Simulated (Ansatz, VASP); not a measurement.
# Sn: VASP beside Ansatz

INCAR

```
SYSTEM = Sn
ALGO     = Normal         ! electronic algorithm
EDIFF    = 1E-7           ! SCF threshold, eV
ENCUT    = 520            ! plane-wave cutoff, eV
GGA      = PE             ! functional
ISIF     = 2              ! what is computed and relaxed
ISMEAR   = -1             ! smearing method
LASPH    = .TRUE.         ! aspherical terms in the spheres
LCHARG   = .FALSE.        ! write CHGCAR
LREAL    = .FALSE.        ! projectors in reciprocal space
LWAVE    = .FALSE.        ! write WAVECAR
NBANDS   = 21             ! bands
NELM     = 80             ! most SCF steps
PREC     = Accurate       ! precision mode
SIGMA    = 0.1            ! smearing width, eV
```

File KPOINTS:

```
k-points
0
G
  11 11 11
  0 0 0
```

File POSCAR:

```
Sn
1.0
    4.1289840000      0.0000000000      0.0000000000
   -2.0644920000      3.5758100000      0.0000000000
    0.0000000000     -2.3838700000      3.5913150000
Sn
2
Direct
    0.2336200000      0.4672400000      0.7008600000
    0.7663800000      0.5327600000      0.2991400000
```

Input for Ansatz:

```yaml
crystal:
  lattice:
    - [4.128984, 0.0, 0.0]
    - [-2.064492, 3.57581, 0.0]
    - [0.0, -2.38387, 3.591315]
  atoms:
    - { symbol: Sn, position: [0.23362, 0.46724, 0.70086] }
    - { symbol: Sn, position: [0.76638, 0.53276, 0.29914] }
  symmetry: { tolerance: 0.0003 }
kpoints:
  mp_grid: { grid: [11, 11, 11], shift: [0, 0, 0] }
magnetization:
  spin_polarized: false
scf:
  occupations: { method: fermi_dirac }
  lower_state_search: "off"
  max_iter: 200
hamiltonian:
  pseudopotentials: { kind: paw }
  xc: pbe
basis:
  ecutwfc: 420
  fft_grid_basis: typed
output:
  forces: true
  stress: true
  eigenvalues: true
  bader: true
  populations: true
  elf: true
  write_potential: true
  volumetric_format: npy
  dos:
    e_range: [-12, 8]
    de: 0.05
    projected: { site_lists: { Sn: [Sn] } }
checkpoint:
  read: saved_state
```

Alike in both runs: task single point; functional PBE; k mesh 11 × 11 × 11; no spin polarisation.

|  | VASP | Ansatz |
| --- | --- | --- |
| version | VASP 6.6.1 | Ansatz 0.2.0 |
| potentials or method | VASP PAW PBE potentials, release 64 (Sn_d), cutoff 520 eV | PAW plane waves |
| occupations | fermi-dirac, width 0.1 eV | fermi-dirac |
| valence electrons in the cell | 28 | 28 |

```tsv
	VASP	Ansatz	Ansatz less VASP
pressure (GPa)	9.0	9.0	+0.05
traceless stress, the component that is largest in VASP (GPa)	-2.40	-2.40	+0.002
rms of the force components (eV/Å)	0.853	0.854	+0.0006
```

Atom by atom the forces differ by 0.001 eV/Å (rms over components). Ansatz's warnings: structure snapped to symmetry.
